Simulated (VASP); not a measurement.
Here is a VASP 6.6.1 calculation.

Contents of INCAR:

```
SYSTEM = Au
ALGO     = Normal         ! electronic algorithm
EDIFF    = 1E-6           ! SCF threshold, eV
ENCUT    = 520            ! plane-wave cutoff, eV
GGA      = PS             ! functional
ISIF     = 2              ! what is computed and relaxed
ISMEAR   = -1             ! smearing method
LASPH    = .True.         ! aspherical terms in the spheres
LCHARG   = .False.        ! write CHGCAR
LREAL    = .False.        ! projectors in reciprocal space
LWAVE    = .False.        ! write WAVECAR
NBANDS   = 18             ! bands
NELM     = 60             ! most SCF steps
PREC     = Accurate       ! precision mode
SIGMA    = 0.05           ! smearing width, eV
```

File KPOINTS:

```
k-points
0
Gamma
  11 11 6
  0 0 0
```

The input POSCAR:

```
Au
1.0
    2.8805363263      0.0000000000      0.0000000000
   -1.4402681631      2.4946176351      0.0000000000
    0.0000000000      0.0000000000      4.8472473353
Au
2
Direct
    0.6666666667      0.3333333333      0.2500000000
    0.3333333333      0.6666666667      0.7500000000
```

Potentials or basis: VASP PAW PBE potentials, release 64 (Au).

Run with:

```sh
$ cat potpaw_PBE.64/Au/POTCAR > POTCAR
$ mpirun -np 1 vasp_std > vasp.out
```

**Question.** What does it give for the pressure?

**Answer.** -3.8 GPa.

**Question.** Estimate the band gap on the k mesh.

**Answer.** Zero (band 11 reaches 12.58 eV, above the bottom of band 12 at 6.32 eV).

Stress tensor (GPa, compression positive):
```
-3.56  0.00  0.00
 0.00 -3.56  0.00
 0.00  0.00 -4.35
```

Caveat: the PAW data sets were made with another functional, which shifts forces and pressure a little; spin-orbit coupling is left out, which moves the levels of the heavy elements.
